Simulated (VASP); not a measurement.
Set up this calculation in VASP 6.6.1, as the native input.

* Task: single point
* Functional: LDA
* Potentials or basis: VASP PAW LDA potentials, release 64 (Ba_sv, Li_sv, F_h)
* Cutoff: 1350 eV
* k mesh: 6 × 6 × 6
* Occupations: gaussian, width 0.05 eV
* Spin: no spin polarisation
* Dipole correction: no
* Further INCAR settings: ALGO = Normal; EDIFF = 1e-06; NBANDS = 25

The structure of BaLiF3 lies in POSCAR:

```
BaLiF3
1.0
    3.9287529154      0.0000000000      0.0000000000
    0.0000000000      3.9287529154      0.0000000000
    0.0000000000      0.0000000000      3.9885816400
Ba Li F
1 1 3
Direct
    0.0000000000      0.0000000000      0.0000000000
    0.5000000000      0.5000000000      0.5000000000
    0.0000000000      0.5000000000      0.5000000000
    0.5000000000      0.5000000000      0.0000000000
    0.5000000000      0.0000000000      0.5000000000
```

This cell differs from its parent crystal: strain -0.015 along x and y, +0.000 along z.

These files were run (other wordings do the same):

INCAR

```
SYSTEM = BaLiF3
PREC = Accurate
ENCUT = 1350
EDIFF = 1E-6
ISMEAR = 0
SIGMA = 0.05
LREAL = .FALSE.
LASPH = .TRUE.
NELM = 120
ALGO = Normal
ISIF = 2
LWAVE = .FALSE.
LCHARG = .TRUE.
GGA = CA
LELF = .TRUE.
LVHAR = .TRUE.
NBANDS = 25
GGA_COMPAT = .FALSE.
```

KPOINTS

```
regular mesh
0
G
  6 6 6
  0 0 0
```

Potentials or basis: VASP PAW LDA potentials, release 64 (Ba_sv, Li_sv, F_h).

Command:

```console
$ cat potpaw_LDA.64/Ba_sv/POTCAR potpaw_LDA.64/Li_sv/POTCAR potpaw_LDA.64/F_h/POTCAR > POTCAR
$ mpirun -np 1 vasp_std > vasp.out
```

Results of the run:

The pressure is -3.1 GPa and the band gap on the k mesh is 6.44 eV.

Caveat: the cell differs from its parent crystal (strain -0.015 along x and y, +0.000 along z); the cell stands under tension; spin-orbit coupling is left out, which moves the levels of the heavy elements.

Wall time 2.5 min on 1 thread of AMD EPYC 7R13 Processor (Zen 3), with other jobs on the host, peak memory 0.4 GiB.
